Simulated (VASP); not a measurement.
**Ag2Cl3F: single point with PBE**

Ag2Cl3F:

```
CELL_PARAMETERS angstrom
6.84466 0.00000 0.00000
-3.42233 5.92765 0.00000
0.00000 0.00000 3.51386
ATOMIC_POSITIONS crystal
Ag 0.66667 0.33333 0.00000
Ag 0.33333 0.66667 0.00000
Cl 0.50000 0.00000 0.50000
Cl 0.50000 0.50000 0.50000
Cl 0.00000 0.50000 0.50000
F 0.00000 0.00000 0.00000
```

```
Program                : VASP 6.6.1
Task                   : single point
Functional             : PBE
Potentials or basis    : VASP PAW PBE potentials, release 64 (Ag, Cl, F)
Cutoff                 : 520 eV
k mesh                 : 6 × 6 × 8
Occupations            : gaussian, width 0.1 eV
Spin                   : no spin polarisation
Dipole correction      : no
Further INCAR settings : ALGO = Normal; EDIFF = 1e-06; NBANDS = 34
```

The pressure is -0.2 GPa and the band gap on the k mesh is zero (band 25 reaches 0.75 eV, above the bottom of band 26 at 0.13 eV).

Levels at points of the mesh, in eV from the Fermi level:
```tsv
k point	band 23	band 24	band 25	band 26	band 27	band 28
(0.00, 0.00, 0.00)	-0.03	0.02	0.21	0.21	2.83	7.01
(0.50, 0.00, 0.00)	-0.20	-0.09	0.01	0.21	4.29	5.69
(0.00, 0.00, 0.50)	-0.13	-0.13	0.51	0.51	2.81	6.32
(0.50, 0.00, 0.50)	-0.31	-0.09	-0.09	0.51	4.06	5.57
```

Run time: 3.6 min on 1 thread of Intel(R) Xeon(R) Platinum 8488C (Sapphire Rapids), with other jobs on the host, peak memory 0.35 GiB.
